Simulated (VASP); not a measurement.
# TiSi2 (P4/mmm) in VASP: further runs

Runs on TiSi2. Level: PBE. Tasks: single point.

All numbers are computed with VASP 6.6.1; they aren't measurements. Logs are shortened: lines on timing, memory, paths and dates and some standing lists are left out, and cuts for length are marked.

### Step 1. The cell of the first run

It takes space group P4/mmm (No. 123, tetragonal). The conventional cell has a = 3.396 Å, b = 3.396 Å, c = 4.849 Å, α = 90.00°, β = 90.00°, γ = 90.00°. Ti (site symmetry 4/mmm) has 2 Si at 2.42 Å within 3.2 Å. Within 3.2 Å of Si (site symmetry 4/mmm) lie 4 Si at 2.40 Å. Within 3.2 Å of Si (site symmetry 4/mmm) lie 4 Si at 2.40 Å and 2 Ti at 2.42 Å.

### Step 2. Single point, PBE

Contents of INCAR:

```
SYSTEM = TiSi2
ALGO = Normal
EDIFF = 1E-6
ENCUT = 520
GGA = PE
ISIF = 2
ISMEAR = 0
LASPH = .True.
LCHARG = .False.
LREAL = .False.
LWAVE = .False.
NBANDS = 17
NELM = 100
PREC = Accurate
SIGMA = 0.1
```

Contents of KPOINTS:

```
k-points
0
Gamma
  14 14 10
  0 0 0
```

Contents of POSCAR:

```
TiSi2
1.0
    3.3962613179      0.0000000000      0.0000000000
    0.0000000000      3.3962613179      0.0000000000
    0.0000000000      0.0000000000      4.8489919079
Ti Si
1 2
Direct
    0.0000000000      0.0000000000      0.5000000000
    0.5000000000      0.5000000000      0.0000000000
    0.0000000000      0.0000000000      0.0000000000
```

Potentials or basis: VASP PAW PBE potentials, release 64 (Ti_sv, Si).

Run with:

```console
> cat potpaw_PBE.64/Ti_sv/POTCAR potpaw_PBE.64/Si/POTCAR > POTCAR
> mpirun -np 1 vasp_std > vasp.out
```

OUTCAR:

```text
SYSTEM = TiSi2
   EDIFF = 1E-6
   ENCUT = 520
   GGA = PE
   ISIF = 2
   ISMEAR = 0
   LASPH = .True.
   LREAL = .False.
   NELM = 100
   PREC = Accurate

 ion  position               nearest neighbor table
   1  0.000  0.000  0.500-   3 2.42   3 2.42
   2  0.500  0.500  0.000-   3 2.40   3 2.40   3 2.40   3 2.40
   3  0.000  0.000  0.000-   2 2.40   2 2.40   2 2.40   2 2.40   1 2.42   1 2.42

  LATTYP: Found a simple tetragonal cell.
 ALAT       =     3.3962613179
 C/A-ratio  =     1.4277440556

  Lattice vectors:

 A1 = (   3.3962613179,   0.0000000000,   0.0000000000)
 A2 = (   0.0000000000,   3.3962613179,   0.0000000000)
 A3 = (   0.0000000000,   0.0000000000,   4.8489919079)

Analysis of symmetry for initial positions (statically):
=====================================================================
 Subroutine PRICEL returns:
 Original cell was already a primitive cell.

 Routine SETGRP: Setting up the symmetry group for a
 simple tetragonal supercell.

 Subroutine GETGRP returns: Found 16 space group operations
 (whereof 16 operations were pure point group operations)
 out of a pool of 16 trial point group operations.

The static configuration has the point symmetry D_4h.

Analysis of symmetry for dynamics (positions and initial velocities):
=====================================================================
 Subroutine PRICEL returns:
 Original cell was already a primitive cell.

 Routine SETGRP: Setting up the symmetry group for a
 simple tetragonal supercell.

 Subroutine GETGRP returns: Found 16 space group operations
 (whereof 16 operations were pure point group operations)
 out of a pool of 16 trial point group operations.

The dynamic configuration has the point symmetry D_4h.

 Subroutine INISYM returns: Found 16 space group operations
 (whereof 16 operations are pure point group operations),
 and found     1 'primitive' translations

----------------------------------------------------------------------------------------

                                     Primitive cell

  volume of cell :      55.9311

  direct lattice vectors                    reciprocal lattice vectors
     3.396261318  0.000000000  0.000000000     0.294441418  0.000000000  0.000000000
     0.000000000  3.396261318  0.000000000     0.000000000  0.294441418  0.000000000
     0.000000000  0.000000000  4.848991908     0.000000000  0.000000000  0.206228432

  length of vectors
     3.396261318  3.396261318  4.848991908     0.294441418  0.294441418  0.206228432

  position of ions in fractional coordinates (direct lattice)
     0.000000000  0.000000000  0.500000000
     0.500000000  0.500000000  0.000000000
     0.000000000  0.000000000  0.000000000

  ion indices of the primitive-cell ions
   primitive index   ion index
                 1           1
                 2           2
                 3           3

----------------------------------------------------------------------------------------

 KPOINTS: k-points

Automatic generation of k-mesh.
 Grid dimensions read from file:
 generate k-points for:   14   14   10

 Generating k-lattice:

  Cartesian coordinates                     Fractional coordinates (reciprocal lattice)
     0.021031530  0.000000000  0.000000000     0.071428571  0.000000000  0.000000000
     0.000000000  0.021031530  0.000000000     0.000000000  0.071428571  0.000000000
     0.000000000  0.000000000  0.020622843     0.000000000  0.000000000  0.100000000

  Length of vectors
     0.021031530  0.021031530  0.020622843

  Shift w.r.t. Gamma in fractional coordinates (k-lattice)
     0.000000000  0.000000000  0.000000000

 Subroutine IBZKPT returns following result:
 ===========================================

 Found    216 irreducible k-points:

 Following reciprocal coordinates:
            Coordinates               Weight
  0.000000  0.000000  0.000000      1.000000
  0.071429  0.000000  0.000000      4.000000
  0.142857  0.000000  0.000000      4.000000
  0.214286  0.000000  0.000000      4.000000
  0.285714  0.000000  0.000000      4.000000
  0.357143  0.000000  0.000000      4.000000
[... 16 lines left out ...]
  0.285714  0.214286  0.000000      8.000000
  0.357143  0.214286  0.000000      8.000000
 [... further k-points ...]
   k-points           NKPTS =    216   k-points in BZ     NKDIM =    216   number of bands    NBANDS=     17
   number of dos      NEDOS =    301   number of ions     NIONS =      3
   total plane-waves  NPLWV =  28224
   dimension x,y,z NGX =    28 NGY =   28 NGZ =   36
   dimension x,y,z NGXF=    56 NGYF=   56 NGZF=   72
   ions per type =               1   2
   NGX,Y,Z   is equivalent  to a cutoff of  13.71, 13.71, 12.34 a.u.
   NGXF,Y,Z  is equivalent  to a cutoff of  27.41, 27.41, 24.68 a.u.
 SYSTEM =  TiSi2
   PREC   = accura    normal or accurate (medium, high low for compatibility)
   ISTART =      0    job   : 0-new  1-cont  2-samecut
   ICHARG =      2    charge: 1-file 2-atom 10-const
   ISPIN  =      1    spin polarized calculation?
   LNONCOLLINEAR =      F non collinear calculations
   LSORBIT =      F    spin-orbit coupling
   LASPH  =      T    aspherical Exc in radial PAW
   ENCUT  =  520.0 eV  38.22 Ry    6.18 a.u.   6.31  6.31  9.02*2*pi/ulx,y,z
   NELM   =    100;   NELMIN=  2; NELMDL= -5     # of ELM steps
   EDIFF  = 0.1E-05   stopping-criterion for ELM
   LREAL  =      F    real-space projection
   EDIFFG = 0.1E-04   stopping-criterion for IOM
   NSW    =      0    number of steps for IOM
   IBRION =     -1    ionic relax: 0-MD 1-quasi-New 2-CG
   NFREE  =      0    steps in history (QN), initial steepest desc. (CG)
   ISIF   =      2    stress and relaxation
   ISYM   =      2    0-nonsym 1-usesym 2-fastsym
   POTIM  = 0.5000    time-step for ionic-motion
   TEBEG  =    0.0;   TEEND  =   0.0 temperature during run
   PSTRESS=    0.0 pullay stress
   NELECT =      20.0000    total number of electrons
   NUPDOWN=      -1.0000    fix difference up-down
   EMIN   =  10.00;   EMAX   =-10.00  energy-range for DOS
   EFERMI =   0.00;   METHOD = LEGACY
   ISMEAR =     0;   SIGMA  =   0.10  broadening in eV -4-tet -1-fermi 0-gaus
   EFERMI_NEDOS =   21; number of points for ismear=-14 and -15
   IALGO  =     38    algorithm
   IMIX   =      4    mixing-type and parameters
     AMIX     =   0.40;   BMIX     =  1.00
     AMIX_MAG =   1.60;   BMIX_MAG =  1.00
  volume/ion in A,a.u.               =      18.64       125.81
  Fermi-wavevector in a.u.,A,eV,Ry     =   1.161984  2.195832 18.370690  1.350208
  Thomas-Fermi vector in A             =   2.298550
   LORBIT       =      0    0 simple, 1 ext, 2 COOP (PROOUT), +10 PAW based schemes
   GGA     = PE    functional components
   LHFCALC =     F    Hartree Fock is set to
   AEXX    =    0.0000 exact exchange contribution
   IVDW    =     0    specifies the selected vdW correction
   LEPSILON=     F    determine dielectric tensor
   LRPA    =     F    only Hartree local field effects (RPA)
 non-spin polarized calculation
 Gauss-broadening in eV      SIGMA  =   0.10
  energy-cutoff  :      520.00
  volume of cell :       55.93
 maximum number of plane-waves:      1526
 NGX is ok and might be reduce to    28
   NGX = 13   NGY = 13   NGZ = 19

 number of electron      20.0000008 magnetization

 Free energy of the ion-electron system (eV)
  ---------------------------------------------------
  ext. energy  EPLUGINS =         0.00000000
  ---------------------------------------------------
  free energy    TOTEN  =       -16.98210753 eV

  energy without entropy =      -16.96716256  energy(sigma->0) =      -16.97463505

 E-fermi :   7.1457     XC(G=0): -10.2827

 val. band max:        7.1412320133   @ k =   0.2143   0.2143   0.4000
 cond. band min:       7.1457836074   @ k =   0.4286   0.2143   0.4000
 fundamental gap:      0.0045515941
 Fermi energy:         7.1457456308

 k-point     1 :       0.0000    0.0000    0.0000
  band No.  band energies     occupation
      1     -50.0913      2.00000
      2     -26.3679      2.00000
      3     -26.3679      2.00000
      4     -26.2798      2.00000
      5      -5.1468      2.00000
      6       3.2340      2.00000
[... 9 lines left out ...]
     16      10.7112      0.00000
     17      12.6882      0.00000

 k-point     2 :       0.0714    0.0000    0.0000
  band No.  band energies     occupation
      1     -50.0910      2.00000
      2     -26.3715      2.00000
      3     -26.3676      2.00000
      4     -26.2795      2.00000
      5      -5.0831      2.00000
      6       3.2792      2.00000
[... 9 lines left out ...]
     16      10.9285      0.00000
     17      12.4983      0.00000

 k-point     3 :       0.1429    0.0000    0.0000
  band No.  band energies     occupation
      1     -50.0903      2.00000
      2     -26.3815      2.00000
      3     -26.3669      2.00000
      4     -26.2784      2.00000
      5      -4.8922      2.00000
      6       3.4137      2.00000
[... 9 lines left out ...]
     16      11.9805      0.00000
     17      12.0134      0.00000

 k-point     4 :       0.2143    0.0000    0.0000
  band No.  band energies     occupation
      1     -50.0892      2.00000
      2     -26.3960      2.00000
      3     -26.3657      2.00000
      4     -26.2769      2.00000
      5      -4.5753      2.00000
      6       2.1881      2.00000
[... 9 lines left out ...]
     16      11.4170      0.00000
     17      12.7957      0.00000
[... 343 lines left out ...]
      1     -50.0871      2.00000
      2     -26.3939      2.00000
      3     -26.3929      2.00000
      4     -26.2740      2.00000
      5      -4.0086      2.00000
      6       2.3295      2.00000
[... 9 lines left out ...]
     16      10.7985      0.00000
     17      13.2763      0.00000

 k-point    23 :       0.2857    0.2143    0.0000
  band No.  band energies     occupation
      1     -50.0859      2.00000
      2     -26.4093      2.00000
      3     -26.3920      2.00000
      4     -26.2723      2.00000
      5      -3.5710      2.00000
      6       1.4470      2.00000
[... 9 lines left out ...]
     16      10.3888      0.00000
     17      13.5969      0.00000

 k-point    24 :       0.3571    0.2143    0.0000
  band No.  band energies     occupation
      1     -50.0848      2.00000
      2     -26.4235      2.00000
      3     -26.3907      2.00000
      4     -26.2708      2.00000
      5      -3.0131      2.00000
      6       0.3842      2.00000
[... 9 lines left out ...]
     16      10.0209      0.00000
     17      12.9170      0.00000

 [... further k-points ...]

------------------------ aborting loop because EDIFF is reached ----------------------------------------

  FORCE on cell =-STRESS in cart. coord.  units (eV):
  Direction    XX          YY          ZZ          XY          YZ          ZX
  --------------------------------------------------------------------------------------
  -------------------------------------------------------------------------------------
  Total       -0.0239967     -0.0239967      0.0185496      0.0000000      0.0000000     -0.0000000
  in kB       -0.6873984     -0.6873984      0.5313632      0.0000000      0.0000000     -0.0000000
  external PRESSURE =      -0.2811445 kB  Pullay stress =       0.0000000 kB

 VOLUME and BASIS-vectors are now :
 -----------------------------------------------------------------------------
  energy-cutoff  :      520.00
  volume of cell :       55.93
      direct lattice vectors                 reciprocal lattice vectors
     3.396261318  0.000000000  0.000000000     0.294441418  0.000000000  0.000000000
     0.000000000  3.396261318  0.000000000     0.000000000  0.294441418  0.000000000
     0.000000000  0.000000000  4.848991908     0.000000000  0.000000000  0.206228432

 POSITION                                       TOTAL-FORCE (eV/Angst)
 -----------------------------------------------------------------------------------
      0.00000      0.00000      2.42450         0.000000      0.000000      0.000000
      1.69813      1.69813      0.00000         0.000000      0.000000      0.000000
      0.00000      0.00000      0.00000         0.000000      0.000000      0.000000
 -----------------------------------------------------------------------------------
    total drift:                               -0.000000     -0.000000      0.000000

  FREE ENERGIE OF THE ION-ELECTRON SYSTEM (eV)
  ---------------------------------------------------
  free  energy   TOTEN  =       -16.9821075334 eV

  energy  without entropy=      -16.9671625625  energy(sigma->0) =      -16.97463505
```

Wall time 69 s (1 thread of Intel Xeon 6975P-C (Granite Rapids), shared host); peak memory 0.32 GiB.

Results:

* Free energy: -16.9821 eV
* Pressure: 0.0 GPa
* Band gap on the k mesh: zero (band 10 reaches 7.59 eV, above the bottom of band 11 at 6.67 eV)

Stress tensor (GPa, compression positive):
```
-0.07  0.00  0.00
 0.00 -0.07  0.00
 0.00  0.00  0.05
```

### Step 3. Single point, PBE

Contents of INCAR:

```
PREC     = Accurate       # precision mode
ENCUT    = 520            # plane-wave cutoff, eV
EDIFF    = 1E-6           # SCF threshold, eV
ISMEAR   = 0              # smearing method
SIGMA    = 0.1            # smearing width, eV
LREAL    = False          # projectors in reciprocal space
LASPH    = True           # aspherical terms in the spheres
NELM     = 100            # most SCF steps
ALGO     = Normal         # electronic algorithm
ISIF     = 2              # what is computed and relaxed
LWAVE    = False          # write WAVECAR
LCHARG   = False          # write CHGCAR
GGA      = PE             # functional
NBANDS   = 17             # bands
```

Contents of KPOINTS:

```
Automatic mesh
0
Gamma
  6 6 6
```

Contents of POSCAR:

```
TiSi2
1.0
    3.3897729399      0.0000000000      0.0000000000
    0.0000000000      3.3897729399      0.0000000000
    0.0000000000      0.0000000000      4.8682645840
Ti Si
1 2
Direct
    0.0000000000      0.0000000000      0.5000000000
    0.5000000000      0.5000000000      0.0000000000
    0.0000000000      0.0000000000      0.0000000000
```

Potentials or basis: VASP PAW PBE potentials, release 64 (Ti_sv, Si).

Run with:

```console
> cat potpaw_PBE.64/Ti_sv/POTCAR potpaw_PBE.64/Si/POTCAR > POTCAR
> mpirun -np 1 vasp_std > vasp.out
```

Wall time 59 s (1 thread of AMD EPYC 7R13, shared host); peak memory 0.16 GiB.

It converged, with:

```yaml
Free_energy: -16.9884 eV
Pressure: -0.1 GPa
Band_gap_on_the_k_mesh: zero (band 10 reaches 7.66 eV, above the bottom of band 11 at 6.66 eV)
```

Stress tensor (GPa, compression positive):
```
-0.09  0.00  0.00
 0.00 -0.09  0.00
 0.00  0.00  0.01
```

Levels at points of the mesh, in eV from the Fermi level:
```
           k point  band 7  band 8  band 9  band 10  band 11  band 12  band 13  band 14
(0.00, 0.00, 0.00)   -2.25   -1.40   -1.40    -0.57    -0.45     0.89     0.89     1.69
(0.50, 0.00, 0.00)   -2.28   -1.12   -0.60     0.47     1.11     1.11     1.40     1.71
(0.50, 0.50, 0.00)   -5.73   -5.73   -0.55    -0.55     0.00     0.75     1.14     2.05
(0.00, 0.00, 0.50)   -1.84   -1.84   -1.26    -0.33     0.96     1.71     2.15     2.15
(0.50, 0.00, 0.50)   -3.48   -2.56   -0.42    -0.04     0.86     1.01     1.50     2.60
(0.50, 0.50, 0.50)   -5.87   -5.87   -2.23    -1.81     1.31     1.31     1.36     1.36
```

### Step 4. Single point, PBE, collinear spin, ferromagnetic start

Contents of INCAR:

```
PREC = Accurate
ENCUT = 520
EDIFF = 1E-6
ISMEAR = 0
SIGMA = 0.1
LREAL = False
LASPH = True
NELM = 150
ALGO = Normal
ISIF = 2
LWAVE = False
LCHARG = True
ISPIN = 2
MAGMOM = 1 0 0
LORBIT = 11
LMAXMIX = 4
GGA = PE
LELF = True
LVHAR = True
NBANDS = 21
```

Contents of KPOINTS:

```
Automatic mesh
0
Gamma
  6 6 4
```

POSCAR is that of step 3.

Run with:

```console
> cat potpaw_PBE.64/Ti_sv/POTCAR potpaw_PBE.64/Si/POTCAR > POTCAR
> mpirun -np 1 vasp_std > vasp.out
```

It took 2.1 min on 1 thread of AMD EPYC 7R13, shared host; peak memory 0.19 GiB.

It converged, with:

* Free energy: -16.9979 eV
* Pressure: -0.1 GPa
* Band gap on the k mesh: zero (filled and empty bands overlap)
* Net moment: 0.00 μB per cell
* Valence electrons inside the program's atomic spheres: Ti 10.15; Si 1.60, 1.76

Stress tensor (GPa, compression positive):
```
-0.02  0.00  0.00
 0.00 -0.02  0.00
 0.00  0.00 -0.21
```

Levels at points of the mesh, in eV from the Fermi level:
Spin up:
```csv
k point,band 8,band 9,band 10,band 11,band 12,band 13
"(0.00, 0.00, 0.00)",-1.43,-1.43,-0.60,-0.49,0.86,0.86
"(0.50, 0.00, 0.00)",-1.15,-0.63,0.44,1.07,1.08,1.36
"(0.50, 0.50, 0.00)",-5.77,-0.59,-0.59,-0.02,0.71,1.11
"(0.00, 0.00, 0.50)",-1.88,-1.29,-0.36,0.92,1.68,2.11
"(0.50, 0.00, 0.50)",-2.59,-0.45,-0.07,0.83,0.98,1.46
"(0.50, 0.50, 0.50)",-5.90,-2.27,-1.84,1.28,1.28,1.32
```
Spin down:
```csv
k point,band 7,band 8,band 9,band 10,band 11,band 12,band 13,band 14
"(0.00, 0.00, 0.00)",-2.28,-1.43,-1.43,-0.59,-0.48,0.86,0.86,1.66
"(0.50, 0.00, 0.00)",-2.32,-1.15,-0.63,0.44,1.07,1.08,1.36,1.68
"(0.50, 0.50, 0.00)",-5.77,-5.77,-0.58,-0.58,-0.02,0.71,1.11,2.01
"(0.00, 0.00, 0.50)",-1.88,-1.88,-1.29,-0.35,0.92,1.68,2.11,2.11
"(0.50, 0.00, 0.50)",-3.52,-2.59,-0.45,-0.07,0.83,0.98,1.46,2.57
"(0.50, 0.50, 0.50)",-5.91,-5.91,-2.27,-1.84,1.28,1.28,1.32,1.32
```

(Part 1 of 2 ends here.)
